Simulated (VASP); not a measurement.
Here is a VASP 6.6.1 calculation.

File INCAR:

```
PREC = Accurate
ENCUT = 520
EDIFF = 1E-7
ISMEAR = 0
SIGMA = 0.1
LREAL = False
LASPH = True
NELM = 100
ALGO = Normal
ISIF = 2
LWAVE = False
LCHARG = False
GGA = PE
NBANDS = 16
```

Contents of KPOINTS:

```
regular mesh
0
Gamma
  6 6 4
```

The input POSCAR:

```
TaSi2
1.0
    4.3311293382     -0.0000000040      0.0000000000
   -2.1655646656      3.7508680360      0.0000000000
    0.0000000000      0.0000000000      2.7086262175
Ta Si
1 2
Direct
    0.0000000000      0.0000000000      0.5000000000
    0.3333333333      0.6666666667      0.0000000000
    0.6666666667      0.3333333333      0.0000000000
```

Potentials or basis: VASP PAW PBE potentials, release 64 (Ta_pv, Si).

The run is started by

```bash
$ cat potpaw_PBE.64/Ta_pv/POTCAR potpaw_PBE.64/Si/POTCAR > POTCAR
$ mpirun -np 1 vasp_std > vasp.out
```

Task: What does it give for the pressure?

Result: 0.2 GPa.

Stress tensor (GPa, compression positive):
```
 0.25  0.00  0.00
 0.00  0.25  0.00
 0.00  0.00 -0.05
```

Caveat: the k points lie up to 0.58 Å⁻¹ apart.
